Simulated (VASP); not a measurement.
# SiC (P6_3mc) in VASP: further runs, part 2 of 2

VASP 6.6.1. The steps go on from the part before.

## (3) Relaxation of cell and atoms, LDA

This run uses another cell than the first one, of 10.50 Å³/atom.

Contents of INCAR:

```
SYSTEM = SiC
  PREC = Accurate
  ENCUT = 600
  EDIFF = 1E-6
  ISMEAR = 0
  SIGMA = 0.02
  LREAL = .FALSE.
  LASPH = .TRUE.
  NELM = 100
  ALGO = Normal
  ISIF = 3
  LWAVE = .FALSE.
  LCHARG = .FALSE.
  IBRION = 2
  NSW = 70
  EDIFFG = -0.005
```

Contents of KPOINTS:

```
Automatic mesh
0
G
  12 12 2
  0 0 0
```

Contents of POSCAR:

```
SiC
1.0
    3.0949980731      0.0000000000      0.0000000000
   -1.5474990366      2.6803469560      0.0000000000
    0.0000000000      0.0000000000     15.1864399632
Si C
6 6
Direct
    0.0000000000      0.0000000000      0.1250399221
    0.0000000000      0.0000000000      0.6250399221
    0.3333333333      0.6666666667      0.2918177992
    0.6666666667      0.3333333333      0.7918177992
    0.3333333333      0.6666666667      0.9583095063
    0.6666666667      0.3333333333      0.4583095063
    0.0000000000      0.0000000000     -0.0003123163
    0.0000000000      0.0000000000      0.4996876837
    0.3333333333      0.6666666667      0.1668296831
    0.6666666667      0.3333333333      0.6668296831
    0.3333333333      0.6666666667      0.8333154055
    0.6666666667      0.3333333333      0.3333154055
```

Potentials or basis: VASP PAW LDA potentials, release 64 (Si, C).

Started as:

```
$ cat potpaw_LDA.64/Si/POTCAR potpaw_LDA.64/C/POTCAR > POTCAR
$ mpirun -np 1 vasp_std > vasp.out
```

OUTCAR:

```text
SYSTEM = SiC
   PREC = Accurate
   ENCUT = 600
   EDIFF = 1E-6
   ISMEAR = 0
   LREAL = .FALSE.
   LASPH = .TRUE.
   NELM = 100
   ISIF = 3
   IBRION = 2
   NSW = 70
   EDIFFG = -0.005

 ion  position               nearest neighbor table
   1  0.000  0.000  0.125-   9 1.90   9 1.90   9 1.90   7 1.90   5 3.10   5 3.10   5 3.10   3 3.10
                             3 3.10   3 3.10
   2  0.000  0.000  0.625-  10 1.90  10 1.90  10 1.90   8 1.90   6 3.10   6 3.10   6 3.10   4 3.10
                             4 3.10   4 3.10
   3  0.333  0.667  0.292-  12 1.89  12 1.89  12 1.89   9 1.90   6 3.10   6 3.10   6 3.10   1 3.10
                             1 3.10   1 3.10
   4  0.667  0.333  0.792-  11 1.89  11 1.89  11 1.89  10 1.90   5 3.10   5 3.10   5 3.10   2 3.10
                             2 3.10   2 3.10
   5  0.333  0.667  0.958-   7 1.89   7 1.89   7 1.89  11 1.90   4 3.10   4 3.10   4 3.10   1 3.10
                             1 3.10   1 3.10
   6  0.667  0.333  0.458-   8 1.89   8 1.89   8 1.89  12 1.90   3 3.10   3 3.10   3 3.10   2 3.10
                             2 3.10   2 3.10
   7  0.000  0.000  1.000-   5 1.89   5 1.89   5 1.89   1 1.90
   8  0.000  0.000  0.500-   6 1.89   6 1.89   6 1.89   2 1.90
   9  0.333  0.667  0.167-   1 1.90   1 1.90   1 1.90   3 1.90
  10  0.667  0.333  0.667-   2 1.90   2 1.90   2 1.90   4 1.90
  11  0.333  0.667  0.833-   4 1.89   4 1.89   4 1.89   5 1.90
  12  0.667  0.333  0.333-   3 1.89   3 1.89   3 1.89   6 1.90

  LATTYP: Found a hexagonal cell.
 ALAT       =     3.0949980731
 C/A-ratio  =     4.9067687942

  Lattice vectors:

 A1 = (   3.0949980731,   0.0000000000,   0.0000000000)
 A2 = (  -1.5474990366,   2.6803469560,   0.0000000000)
 A3 = (   0.0000000000,   0.0000000000,  15.1864399632)

Analysis of symmetry for initial positions (statically):
=====================================================================
 Subroutine PRICEL returns:
 Original cell was already a primitive cell.

 Routine SETGRP: Setting up the symmetry group for a
 hexagonal supercell.

 Subroutine GETGRP returns: Found 12 space group operations
[... 168 lines left out ...]
   LEPSILON=     F    determine dielectric tensor
   LRPA    =     F    only Hartree local field effects (RPA)
 conjugate gradient relaxation of ions
 non-spin polarized calculation
 Gauss-broadening in eV      SIGMA  =   0.02
  energy-cutoff  :      600.00
  volume of cell :      125.98
 maximum number of plane-waves:      4232
 NGX is ok and might be reduce to    28
   NGX = 13   NGY = 13   NGZ = 61

--------------------------------------- Ionic step        1  -------------------------------------------

 number of electron      47.9999999 magnetization

 Free energy of the ion-electron system (eV)
  ---------------------------------------------------
  ext. energy  EPLUGINS =         0.00000000
  ---------------------------------------------------
  free energy    TOTEN  =       -99.78962245 eV

  energy without entropy =      -99.78962245  energy(sigma->0) =      -99.78962245

------------------------ aborting loop because EDIFF is reached ----------------------------------------

  FORCE on cell =-STRESS in cart. coord.  units (eV):
  Direction    XX          YY          ZZ          XY          YZ          ZX
  --------------------------------------------------------------------------------------
  -------------------------------------------------------------------------------------
  Total       -5.7288468     -5.7288468     -5.6795093      0.0000000      0.0000000      0.0000000
  in kB      -72.8568542    -72.8568542    -72.2294021      0.0000000      0.0000000      0.0000000
  external PRESSURE =     -72.6477035 kB  Pullay stress =       0.0000000 kB
[... 217 lines left out ...]
--------------------------------------- Ionic step        6  -------------------------------------------

 number of electron      47.9999997 magnetization

 Free energy of the ion-electron system (eV)
  ---------------------------------------------------
  ext. energy  EPLUGINS =         0.00000000
  ---------------------------------------------------
  free energy    TOTEN  =       -99.88739871 eV

  energy without entropy =      -99.88739871  energy(sigma->0) =      -99.88739871

 E-fermi :   8.4393     XC(G=0): -11.6367

 val. band max:        8.3268102761   @ k =   0.0000   0.0000   0.0000
 cond. band min:      10.2933712613   @ k =   0.5000   0.0000   0.0000
 fundamental gap:      1.9665609852
 Fermi energy:         8.4392625662

 k-point     1 :       0.0000    0.0000    0.0000
  band No.  band energies     occupation
      1      -7.1926      2.00000
      2      -6.6609      2.00000
      3      -6.6253      2.00000
      4      -5.0940      2.00000
      5      -5.0655      2.00000
      6      -3.5020      2.00000
[... 805 lines left out ...]
     30      13.6252      0.00000
     31      14.4636      0.00000

 [... further k-points ...]

------------------------ aborting loop because EDIFF is reached ----------------------------------------

  FORCE on cell =-STRESS in cart. coord.  units (eV):
  Direction    XX          YY          ZZ          XY          YZ          ZX
  --------------------------------------------------------------------------------------
  -------------------------------------------------------------------------------------
  Total        0.0003098      0.0003098      0.0035552     -0.0000000      0.0000000      0.0000000
  in kB        0.0040755      0.0040755      0.0467720     -0.0000000      0.0000000      0.0000000
  external PRESSURE =       0.0183077 kB  Pullay stress =       0.0000000 kB
[... 27 lines left out ...]
  FREE ENERGIE OF THE ION-ELECTRON SYSTEM (eV)
  ---------------------------------------------------
  free  energy   TOTEN  =       -99.8873987120 eV

  energy  without entropy=      -99.8873987120  energy(sigma->0) =      -99.88739871

 reached required accuracy - stopping structural energy minimisation
```

CONTCAR:

```text
SiC
   1.00000000000000
     3.0602236876615732    0.0000000000006490    0.0000000000000000
    -1.5301118438796630    2.6502314548079440    0.0000000000000000
     0.0000000000000000    0.0000000000000000   15.0158645362750640
  Si              C
     6     6
Direct
     0.0000000000000000    0.0000000000000000    0.1250431590850132
     0.0000000000000000    0.0000000000000000    0.6250431590850132
     0.3333333332999970    0.6666666667000030    0.2918168861826103
     0.6666666667000030    0.3333333332999970    0.7918168861826101
     0.3333333332999970    0.6666666667000030    0.9583019271182063
     0.6666666667000030    0.3333333332999970    0.4583019271182062
     0.0000000000000000    1.0000000000000000    0.9996880561836290
     0.0000000000000000    0.0000000000000000    0.4996880561836290
     0.3333333332999970    0.6666666667000030    0.1668335537866597
     0.6666666667000030    0.3333333332999970    0.6668335537866596
     0.3333333332999970    0.6666666667000030    0.8333164175438798
     0.6666666667000030    0.3333333332999970    0.3333164175438798

  0.00000000E+00  0.00000000E+00  0.00000000E+00
  0.00000000E+00  0.00000000E+00  0.00000000E+00
  0.00000000E+00  0.00000000E+00  0.00000000E+00
  0.00000000E+00  0.00000000E+00  0.00000000E+00
  0.00000000E+00  0.00000000E+00  0.00000000E+00
  0.00000000E+00  0.00000000E+00  0.00000000E+00
  0.00000000E+00  0.00000000E+00  0.00000000E+00
  0.00000000E+00  0.00000000E+00  0.00000000E+00
  0.00000000E+00  0.00000000E+00  0.00000000E+00
  0.00000000E+00  0.00000000E+00  0.00000000E+00
  0.00000000E+00  0.00000000E+00  0.00000000E+00
  0.00000000E+00  0.00000000E+00  0.00000000E+00
```

Wall time 7 min (1 thread of Oxide Virtual Turin-like, shared host); peak memory 0.28 GiB.

What came out:

| Property | Result |
| --- | --- |
| Free energy | -99.8874 eV |
| Relaxed volume | 10.15 Å³/atom |
| Relaxed cell | a = 3.060 Å, b = 3.060 Å, c = 15.016 Å, α = 90.00°, β = 90.00°, γ = 120.00° |
| Space group after relaxing (to 0.1 Å) | P6_3mc (No. 186) |
| Energy gained by relaxing | 8.1 meV/atom |
| Ionic steps | 6 |
| Pressure after relaxing | 0.0 GPa |
| Band gap on the k mesh | 1.97 eV (least direct gap 3.07 eV) |

Step by step:
```
step  energy change (eV)  largest force (eV/Å)  pressure (GPa)  volume (Å³)
   1              0.0000                0.0115           -7.26       125.98
   2              0.0165                0.0347            8.79       117.50
   3             -0.0978                0.0091           -0.06       121.81
   4             -0.0978                0.0096            0.10       121.73
   5             -0.0978                0.0098           -0.09       121.83
   6             -0.0978                0.0014            0.00       121.78
```

Final structure:
```
Si C
1.0
     3.06022    0.00000    0.00000
    -1.53011    2.65023    0.00000
     0.00000    0.00000   15.01586
Si C
6 6
Cartesian
  0.0000 0.0000 1.8776
  0.0000 0.0000 9.3856
  0.0000 1.7668 4.3819
  1.5301 0.8834 11.8898
  0.0000 1.7668 14.3897
  1.5301 0.8834 6.8818
  -1.5301 2.6502 15.0112
  0.0000 0.0000 7.5032
  0.0000 1.7668 2.5052
  1.5301 0.8834 10.0131
  0.0000 1.7668 12.5130
  1.5301 0.8834 5.0050
```

A k mesh can miss the band edges. Zero-point motion and thermal expansion aren't in these numbers.
